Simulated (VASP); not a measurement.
# Si4GePt (P6/mmm) in VASP: further runs

The runs below take Si4GePt through single point, relaxation of cell and atoms, with PBE.

Program: VASP 6.6.1. These are calculated values, not measurements. Logs are shortened: lines on timing, memory, paths and dates and some standing lists are left out, and cuts for length are marked.

## (1) The cell of the first run

Symmetry: P6/mmm, No. 191, hexagonal system. The conventional cell has a = 4.355 Å, b = 4.355 Å, c = 5.931 Å, α = 90.00°, β = 90.00°, γ = 120.00°. Si (site symmetry 3m) has 5 Si at 2.51 to 3.37 Å and 3 Pt at 2.82 Å and 3 Ge at 3.03 Å within 3.4 Å. Within 3.9 Å of Ge (site symmetry 6/mmm) lie 2 Pt at 2.97 Å and 12 Si at 3.03 Å. Pt (site symmetry 6/mmm) has 12 Si at 2.82 Å and 2 Ge at 2.97 Å within 3.7 Å.

The cell was generated, and may not be a known phase.

## (2) Single point, PBE

The input, INCAR:

```
SYSTEM = Si4GePt
  PREC = Accurate
  ENCUT = 520
  EDIFF = 1E-6
  ISMEAR = 0
  SIGMA = 0.1
  LREAL = .False.
  LASPH = .True.
  NELM = 80
  ALGO = Normal
  ISIF = 2
  LWAVE = .False.
  LCHARG = .True.
  GGA = PE
  LELF = .True.
  LVHAR = .True.
  NBANDS = 29
```

The input, KPOINTS:

```
Automatic mesh
0
Gamma
  6 6 4
  0 0 0
```

The input, POSCAR:

```
Si4GePt
1.0
    4.3552654333      0.0000000026      0.0000000000
   -2.1776327189      3.7717705042      0.0000000000
    0.0000000000      0.0000000000      5.9305764486
Si Ge Pt
4 1 1
Direct
    0.3333333333      0.6666666667      0.2840468467
    0.3333333333      0.6666666667      0.7159531533
    0.6666666667      0.3333333333      0.7159531533
    0.6666666667      0.3333333333      0.2840468467
    0.0000000000      0.0000000000      0.0000000000
    0.0000000000      0.0000000000      0.5000000000
```

Potentials or basis: VASP PAW PBE potentials, release 64 (Si, Ge_d, Pt).

Command:

```
$ cat potpaw_PBE.64/Si/POTCAR potpaw_PBE.64/Ge_d/POTCAR potpaw_PBE.64/Pt/POTCAR > POTCAR
$ mpirun -np 1 vasp_std > vasp.out
```

OUTCAR:

```text
SYSTEM = Si4GePt
   PREC = Accurate
   ENCUT = 520
   EDIFF = 1E-6
   ISMEAR = 0
   LREAL = .False.
   LASPH = .True.
   NELM = 80
   ISIF = 2
   GGA = PE

 ion  position               nearest neighbor table
   1  0.333  0.667  0.284-   4 2.51   4 2.51   4 2.51   2 2.56   6 2.82   6 2.82   6 2.82   5 3.03
                             5 3.03   5 3.03
   2  0.333  0.667  0.716-   3 2.51   3 2.51   3 2.51   1 2.56   6 2.82   6 2.82   6 2.82   5 3.03
                             5 3.03   5 3.03
   3  0.667  0.333  0.716-   2 2.51   2 2.51   2 2.51   4 2.56   6 2.82   6 2.82   6 2.82   5 3.03
                             5 3.03   5 3.03
   4  0.667  0.333  0.284-   1 2.51   1 2.51   1 2.51   3 2.56   6 2.82   6 2.82   6 2.82   5 3.03
                             5 3.03   5 3.03
   5  0.000  0.000  0.000-   6 2.97   6 2.97   3 3.03   4 3.03   1 3.03   2 3.03   3 3.03   4 3.03
                             1 3.03   2 3.03   3 3.03   4 3.03   1 3.03   2 3.03
   6  0.000  0.000  0.500-   1 2.82   2 2.82   3 2.82   4 2.82   3 2.82   4 2.82   1 2.82   2 2.82
                             3 2.82   4 2.82   1 2.82   2 2.82   5 2.97   5 2.97

  LATTYP: Found a hexagonal cell.
 ALAT       =     4.3552654333
 C/A-ratio  =     1.3617026423

  Lattice vectors:

 A1 = (   4.3552654333,   0.0000000026,   0.0000000000)
 A2 = (  -2.1776327189,   3.7717705042,   0.0000000000)
 A3 = (   0.0000000000,   0.0000000000,   5.9305764486)

Analysis of symmetry for initial positions (statically):
=====================================================================
 Subroutine PRICEL returns:
 Original cell was already a primitive cell.

 Routine SETGRP: Setting up the symmetry group for a
 hexagonal supercell.

 Subroutine GETGRP returns: Found 24 space group operations
 (whereof 24 operations were pure point group operations)
 out of a pool of 24 trial point group operations.

The static configuration has the point symmetry D_6h.

Analysis of symmetry for dynamics (positions and initial velocities):
=====================================================================
 Subroutine PRICEL returns:
 Original cell was already a primitive cell.

 Routine SETGRP: Setting up the symmetry group for a
 hexagonal supercell.

 Subroutine GETGRP returns: Found 24 space group operations
 (whereof 24 operations were pure point group operations)
 out of a pool of 24 trial point group operations.

The dynamic configuration has the point symmetry D_6h.

 Subroutine INISYM returns: Found 24 space group operations
 (whereof 24 operations are pure point group operations),
 and found     1 'primitive' translations

----------------------------------------------------------------------------------------

                                     Primitive cell

  volume of cell :      97.4219

  direct lattice vectors                    reciprocal lattice vectors
     4.355265433  0.000000003  0.000000000     0.229607131  0.132563739  0.000000000
    -2.177632719  3.771770504  0.000000000    -0.000000000  0.265127478  0.000000000
     0.000000000  0.000000000  5.930576449     0.000000000  0.000000000  0.168617673

  length of vectors
     4.355265433  4.355265433  5.930576449     0.265127478  0.265127478  0.168617673

  position of ions in fractional coordinates (direct lattice)
     0.333333333  0.666666667  0.284046847
     0.333333333  0.666666667  0.715953153
     0.666666667  0.333333333  0.715953153
     0.666666667  0.333333333  0.284046847
     0.000000000  0.000000000  0.000000000
     0.000000000  0.000000000  0.500000000

  ion indices of the primitive-cell ions
   primitive index   ion index
                 1           1
                 2           2
                 3           3
                 4           4
                 5           5
                 6           6

----------------------------------------------------------------------------------------

 KPOINTS: Automatic mesh

Automatic generation of k-mesh.
 Grid dimensions read from file:
 generate k-points for:    6    6    4

 Generating k-lattice:

  Cartesian coordinates                     Fractional coordinates (reciprocal lattice)
     0.038267855  0.022093956  0.000000000     0.166666667  0.000000000  0.000000000
    -0.000000000  0.044187913  0.000000000    -0.000000000  0.166666667  0.000000000
     0.000000000  0.000000000  0.042154418     0.000000000  0.000000000  0.250000000

  Length of vectors
     0.044187913  0.044187913  0.042154418

  Shift w.r.t. Gamma in fractional coordinates (k-lattice)
     0.000000000  0.000000000  0.000000000

 Subroutine IBZKPT returns following result:
 ===========================================

 Found     21 irreducible k-points:

 Following reciprocal coordinates:
            Coordinates               Weight
  0.000000  0.000000  0.000000      1.000000
  0.166667  0.000000  0.000000      6.000000
  0.333333 -0.000000  0.000000      6.000000
  0.500000  0.000000  0.000000      3.000000
  0.166667  0.166667  0.000000      6.000000
  0.333333  0.166667  0.000000     12.000000
[... 13 lines left out ...]
  0.333333  0.166667  0.500000     12.000000
  0.333333  0.333333  0.500000      2.000000
   k-points           NKPTS =     21   k-points in BZ     NKDIM =     21   number of bands    NBANDS=     29
   number of dos      NEDOS =    301   number of ions     NIONS =      6
   total plane-waves  NPLWV =  49152
   dimension x,y,z NGX =    32 NGY =   32 NGZ =   48
   dimension x,y,z NGXF=    64 NGYF=   64 NGZF=   96
   ions per type =               4   1   1
   NGX,Y,Z   is equivalent  to a cutoff of  12.21, 12.21, 13.46 a.u.
   NGXF,Y,Z  is equivalent  to a cutoff of  24.43, 24.43, 26.91 a.u.
 SYSTEM =  Si4GePt
   PREC   = accura    normal or accurate (medium, high low for compatibility)
   ISTART =      0    job   : 0-new  1-cont  2-samecut
   ICHARG =      2    charge: 1-file 2-atom 10-const
   ISPIN  =      1    spin polarized calculation?
   LNONCOLLINEAR =      F non collinear calculations
   LSORBIT =      F    spin-orbit coupling
   LASPH  =      T    aspherical Exc in radial PAW
   ENCUT  =  520.0 eV  38.22 Ry    6.18 a.u.   8.10  8.10 11.03*2*pi/ulx,y,z
   NELM   =     80;   NELMIN=  2; NELMDL= -5     # of ELM steps
   EDIFF  = 0.1E-05   stopping-criterion for ELM
   LREAL  =      F    real-space projection
   EDIFFG = 0.1E-04   stopping-criterion for IOM
   NSW    =      0    number of steps for IOM
   IBRION =     -1    ionic relax: 0-MD 1-quasi-New 2-CG
   NFREE  =      0    steps in history (QN), initial steepest desc. (CG)
   ISIF   =      2    stress and relaxation
   ISYM   =      2    0-nonsym 1-usesym 2-fastsym
   POTIM  = 0.5000    time-step for ionic-motion
   TEBEG  =    0.0;   TEEND  =   0.0 temperature during run
   PSTRESS=    0.0 pullay stress
   NELECT =      40.0000    total number of electrons
   NUPDOWN=      -1.0000    fix difference up-down
   EMIN   =  10.00;   EMAX   =-10.00  energy-range for DOS
   EFERMI =   0.00;   METHOD = LEGACY
   ISMEAR =     0;   SIGMA  =   0.10  broadening in eV -4-tet -1-fermi 0-gaus
   EFERMI_NEDOS =   21; number of points for ismear=-14 and -15
   IALGO  =     38    algorithm
   IMIX   =      4    mixing-type and parameters
     AMIX     =   0.40;   BMIX     =  1.00
     AMIX_MAG =   1.60;   BMIX_MAG =  1.00
  volume/ion in A,a.u.               =      16.24       109.57
  Fermi-wavevector in a.u.,A,eV,Ry     =   1.216772  2.299366 20.143891  1.480534
  Thomas-Fermi vector in A             =   2.352115
   LORBIT       =      0    0 simple, 1 ext, 2 COOP (PROOUT), +10 PAW based schemes
   GGA     = PE    functional components
   LHFCALC =     F    Hartree Fock is set to
   AEXX    =    0.0000 exact exchange contribution
   IVDW    =     0    specifies the selected vdW correction
   LEPSILON=     F    determine dielectric tensor
   LRPA    =     F    only Hartree local field effects (RPA)
 non-spin polarized calculation
 Gauss-broadening in eV      SIGMA  =   0.10
  energy-cutoff  :      520.00
  volume of cell :       97.42
 maximum number of plane-waves:      2636
   NGX = 17   NGY = 17   NGZ = 23

 number of electron      39.9999998 magnetization

 Free energy of the ion-electron system (eV)
  ---------------------------------------------------
  ext. energy  EPLUGINS =         0.00000000
  ---------------------------------------------------
  free energy    TOTEN  =       -30.29581178 eV

  energy without entropy =      -30.27583118  energy(sigma->0) =      -30.28582148

 E-fermi :   8.9307     XC(G=0): -11.2790

 val. band max:        8.9224562929   @ k =   0.1667   0.0000   0.2500
 cond. band min:       8.9526048915   @ k =   0.3333   0.1667   0.5000
 fundamental gap:      0.0301485985
 Fermi energy:         8.9307211821

 k-point     1 :       0.0000    0.0000    0.0000
  band No.  band energies     occupation
      1     -16.2014      2.00000
      2     -16.1959      2.00000
      3     -16.1959      2.00000
      4     -16.1701      2.00000
      5     -16.1701      2.00000
      6      -4.4304      2.00000
[... 21 lines left out ...]
     28      12.6051      0.00000
     29      13.0950      0.00000

 k-point     2 :       0.1667    0.0000    0.0000
  band No.  band energies     occupation
      1     -16.2011      2.00000
      2     -16.1963      2.00000
      3     -16.1960      2.00000
      4     -16.1702      2.00000
      5     -16.1695      2.00000
      6      -4.1362      2.00000
[... 21 lines left out ...]
     28      13.4040      0.00000
     29      13.9568      0.00000

 k-point     3 :       0.3333   -0.0000    0.0000
  band No.  band energies     occupation
      1     -16.2006      2.00000
      2     -16.1970      2.00000
      3     -16.1962      2.00000
      4     -16.1703      2.00000
      5     -16.1683      2.00000
      6      -3.2719      2.00000
[... 21 lines left out ...]
     28      14.4443      0.00000
     29      15.5268      0.00000

 k-point     4 :       0.5000    0.0000    0.0000
  band No.  band energies     occupation
      1     -16.2003      2.00000
      2     -16.1974      2.00000
      3     -16.1963      2.00000
      4     -16.1703      2.00000
      5     -16.1678      2.00000
      6      -1.9883      2.00000
[... 21 lines left out ...]
     28      14.1479      0.00000
     29      15.1574      0.00000

 k-point     5 :       0.1667    0.1667    0.0000
  band No.  band energies     occupation
      1     -16.2007      2.00000
      2     -16.1968      2.00000
      3     -16.1962      2.00000
      4     -16.1701      2.00000
      5     -16.1688      2.00000
      6      -3.5569      2.00000
[... 21 lines left out ...]
     28      14.4655      0.00000
     29      14.8113      0.00000
[... 414 lines left out ...]
     28      14.6098      0.00000
     29      14.8232      0.00000

 k-point    19 :       0.1667    0.1667    0.5000
  band No.  band energies     occupation
      1     -16.1996      2.00000
      2     -16.1967      2.00000
      3     -16.1961      2.00000
      4     -16.1701      2.00000
      5     -16.1688      2.00000
      6      -2.8505      2.00000
[... 21 lines left out ...]
     28      13.6171      0.00000
     29      14.0702      0.00000

 k-point    20 :       0.3333    0.1667    0.5000
  band No.  band energies     occupation
      1     -16.1992      2.00000
      2     -16.1972      2.00000
      3     -16.1964      2.00000
      4     -16.1699      2.00000
      5     -16.1682      2.00000
      6      -1.7920      2.00000
[... 21 lines left out ...]
     28      14.5653      0.00000
     29      15.2963      0.00000

 k-point    21 :       0.3333    0.3333    0.5000
  band No.  band energies     occupation
      1     -16.1991      2.00000
      2     -16.1969      2.00000
      3     -16.1969      2.00000
      4     -16.1689      2.00000
      5     -16.1689      2.00000
      6      -0.8575      2.00000
[... 21 lines left out ...]
     28      13.1027      0.00000
     29      16.6606      0.00000

------------------------ aborting loop because EDIFF is reached ----------------------------------------

  FORCE on cell =-STRESS in cart. coord.  units (eV):
  Direction    XX          YY          ZZ          XY          YZ          ZX
  --------------------------------------------------------------------------------------
  -------------------------------------------------------------------------------------
  Total       -0.0727322     -0.0727322      0.1040333     -0.0000000     -0.0000000      0.0000000
  in kB       -1.1961364     -1.1961364      1.7109058     -0.0000000     -0.0000000      0.0000000
  external PRESSURE =      -0.2271223 kB  Pullay stress =       0.0000000 kB

 VOLUME and BASIS-vectors are now :
 -----------------------------------------------------------------------------
  energy-cutoff  :      520.00
  volume of cell :       97.42
      direct lattice vectors                 reciprocal lattice vectors
     4.355265433  0.000000003  0.000000000     0.229607131  0.132563739  0.000000000
    -2.177632719  3.771770504  0.000000000    -0.000000000  0.265127478  0.000000000
     0.000000000  0.000000000  5.930576449     0.000000000  0.000000000  0.168617673

 POSITION                                       TOTAL-FORCE (eV/Angst)
 -----------------------------------------------------------------------------------
     -0.00000      2.51451      1.68456        -0.000000     -0.000000      0.003726
     -0.00000      2.51451      4.24601        -0.000000     -0.000000     -0.003726
      2.17763      1.25726      4.24601         0.000000     -0.000000     -0.003726
      2.17763      1.25726      1.68456         0.000000      0.000000      0.003726
      0.00000      0.00000      0.00000        -0.000000      0.000000      0.000000
      0.00000      0.00000      2.96529        -0.000000      0.000000      0.000000
 -----------------------------------------------------------------------------------
    total drift:                               -0.000000     -0.000000      0.000000

  FREE ENERGIE OF THE ION-ELECTRON SYSTEM (eV)
  ---------------------------------------------------
  free  energy   TOTEN  =       -30.2958117769 eV

  energy  without entropy=      -30.2758311840  energy(sigma->0) =      -30.28582148
```

Run time: 37 s. Hardware: 1 thread of Intel Xeon Platinum 8488C (Sapphire Rapids), shared host; peak memory 0.24 GiB.

What came out:

```
Free energy            : -30.2958 eV
Pressure               : 0.0 GPa
Largest force          : 0.004 eV/Å
Band gap on the k mesh : zero (bands 20 and 21 overlap by 2.02 eV)
```

Forces in eV/Å, atoms in the order of the input:
```
Si   0.000  0.000  0.004
Si   0.000  0.000 -0.004
Si   0.000  0.000 -0.004
Si   0.000  0.000  0.004
Ge   0.000  0.000  0.000
Pt   0.000  0.000  0.000
```

Stress tensor (GPa, compression positive):
```
-0.12  0.00  0.00
 0.00 -0.12  0.00
 0.00  0.00  0.17
```

Levels at points of the mesh, in eV from the Fermi level:
```csv
k point,band 16,band 17,band 18,band 19,band 20,band 21,band 22,band 23,band 24,band 25
"(0.00, 0.00, 0.00)",-2.08,-2.08,-1.38,-1.38,-0.70,-0.70,0.14,0.78,1.00,2.67
"(0.50, 0.00, 0.00)",-2.94,-2.44,-2.08,-1.51,-0.16,0.03,0.46,4.16,4.40,4.69
"(0.00, 0.00, 0.50)",-2.11,-1.58,-1.54,-0.50,-0.50,-0.24,-0.11,-0.11,-0.07,-0.07
"(0.50, 0.00, 0.50)",-3.44,-1.87,-1.67,-1.26,-0.06,0.49,0.53,2.66,3.74,4.23
```

Caveat: spin-orbit coupling is left out, which moves the levels of the heavy elements.

## (3) Single point, PBE

This run uses another cell than the first one, of 16.61 Å³/atom.

The input, INCAR:

```
SYSTEM = Si4GePt
  PREC = Accurate
  ENCUT = 520
  EDIFF = 1E-6
  ISMEAR = 0
  SIGMA = 0.1
  LREAL = .FALSE.
  LASPH = .TRUE.
  NELM = 100
  ALGO = Normal
  ISIF = 2
  LWAVE = .FALSE.
  LCHARG = .FALSE.
  GGA = PE
  NBANDS = 29
```

The input, KPOINTS:

```
regular mesh
0
G
  6 6 4
  0 0 0
```

The input, POSCAR:

```
Si4GePt
1.0
    4.7994727500      0.0000000000      0.0000000000
   -2.3997363800      4.1564653300      0.0000000000
    0.0000000000      0.0000000000      4.9956313700
Si Ge Pt
4 1 1
Direct
    0.3333333300      0.6666666700      0.2100758400
    0.3333333300      0.6666666700      0.7899241600
    0.6666666700      0.3333333300      0.7899241600
    0.6666666700      0.3333333300      0.2100758400
    0.0000000000      0.0000000000      0.0000000000
    0.0000000000      0.0000000000      0.5000000000
```

Potentials or basis: VASP PAW PBE potentials, release 64 (Si, Ge_d, Pt).

Command:

```
$ cat potpaw_PBE.64/Si/POTCAR potpaw_PBE.64/Ge_d/POTCAR potpaw_PBE.64/Pt/POTCAR > POTCAR
$ mpirun -np 1 vasp_std > vasp.out
```

Run time: 42 s. Hardware: 1 thread of Intel Xeon Platinum 8488C (Sapphire Rapids), shared host; peak memory 0.25 GiB.

Results (log left out):

```
Free energy            : -28.2387 eV
Pressure               : 5.2 GPa
Largest force          : 4.710 eV/Å
Band gap on the k mesh : zero (bands 20 and 21 overlap by 2.47 eV)
```

Forces on the atoms (eV/Å):
```
Si   0.000  0.000  4.710
Si   0.000  0.000 -4.710
Si   0.000  0.000 -4.710
Si   0.000  0.000  4.710
Ge   0.000  0.000  0.000
Pt   0.000  0.000  0.000
```

Stress tensor (GPa, compression positive):
```
-4.70  0.00  0.00
 0.00 -4.70  0.00
 0.00  0.00 25.06
```

Levels at points of the mesh, in eV from the Fermi level:
| k point | band 16 | band 17 | band 18 | band 19 | band 20 | band 21 | band 22 | band 23 | band 24 | band 25 |
| --- | --- | --- | --- | --- | --- | --- | --- | --- | --- | --- |
| (0.00, 0.00, 0.00) | -3.43 | -1.91 | -1.91 | -1.15 | -1.01 | 0.02 | 0.17 | 0.17 | 0.86 | 3.74 |
| (0.50, 0.00, 0.00) | -2.80 | -1.71 | -1.10 | -1.04 | 0.32 | 0.73 | 0.89 | 1.03 | 1.34 | 2.52 |
| (0.00, 0.00, 0.50) | -3.86 | -3.48 | -0.85 | -0.85 | -0.67 | 0.33 | 0.33 | 0.49 | 0.49 | 0.63 |
| (0.50, 0.00, 0.50) | -2.74 | -2.15 | -1.00 | -0.04 | 0.98 | 1.51 | 2.26 | 2.32 | 2.53 | 2.59 |

Caveat: the stress differs along the axes, from -5 to 25 GPa; spin-orbit coupling is left out, which moves the levels of the heavy elements; forces of over 1 eV/Å act on the atoms, so gaps and moduli don't describe the material at rest.

## (4) Single point, PBE

This run uses another cell than the first one, of the same volume but with other edges.

The input, INCAR:

```
SYSTEM = Si4GePt
PREC = Accurate ; ENCUT = 520
EDIFF = 1E-6 ; ISMEAR = 0
SIGMA = 0.1 ; LREAL = .False.
LASPH = .True. ; NELM = 60
ALGO = Normal ; ISIF = 2
LWAVE = .False. ; LCHARG = .False.
GGA = PE ; NBANDS = 29
```

The input, KPOINTS:

```
Automatic mesh
0
Gamma
  12 12 6
  0 0 0
```

The input, POSCAR:

```
Si4GePt
1.0
    4.3119092066      0.0000000000      0.0000000000
   -2.1559546033      3.7342229117      0.0000000000
    0.0000000000      0.0000000000      6.0530413538
Si Ge Pt
4 1 1
Direct
    0.3333333333      0.6666666667      0.2846597099
    0.3333333333      0.6666666667      0.7153402901
    0.6666666667      0.3333333333      0.7153402901
    0.6666666667      0.3333333333      0.2846597099
    0.0000000000      0.0000000000      0.0000000000
    0.0000000000      0.0000000000      0.5000000000
```

Command:

```
$ cat potpaw_PBE.64/Si/POTCAR potpaw_PBE.64/Ge_d/POTCAR potpaw_PBE.64/Pt/POTCAR > POTCAR
$ mpirun -np 1 vasp_std > vasp.out
```

It took 2 min on 1 thread of Intel Xeon Platinum 8488C (Sapphire Rapids), shared host; peak memory 0.36 GiB.

Results (log left out):

```
Free energy            : -30.3219 eV
Pressure               : -0.1 GPa
Largest force          : 0.007 eV/Å
Band gap on the k mesh : zero (bands 20 and 21 overlap by 1.95 eV)
```

Forces on the atoms (eV/Å):
```
Si   0.000  0.000  0.007
Si   0.000  0.000 -0.007
Si   0.000  0.000 -0.007
Si   0.000  0.000  0.007
Ge   0.000  0.000  0.000
Pt   0.000  0.000  0.000
```

Levels at points of the mesh, in eV from the Fermi level:
| k point | band 18 | band 19 | band 20 | band 21 | band 22 | band 23 |
| --- | --- | --- | --- | --- | --- | --- |
| (0.00, 0.00, 0.00) | -1.55 | -1.55 | -0.76 | -0.76 | 0.14 | 0.78 |
| (0.50, 0.00, 0.00) | -2.24 | -1.57 | -0.32 | 0.00 | 0.59 | 4.03 |
| (0.00, 0.00, 0.50) | -1.38 | -0.49 | -0.49 | -0.20 | -0.19 | -0.19 |
| (0.50, 0.00, 0.50) | -1.76 | -1.39 | -0.27 | 0.30 | 0.44 | 2.54 |

Caveat: spin-orbit coupling is left out, which moves the levels of the heavy elements.

[end of part 1 of 2]

The gap in the log of VASP goes by the Fermi energy; the results here count the filled bands.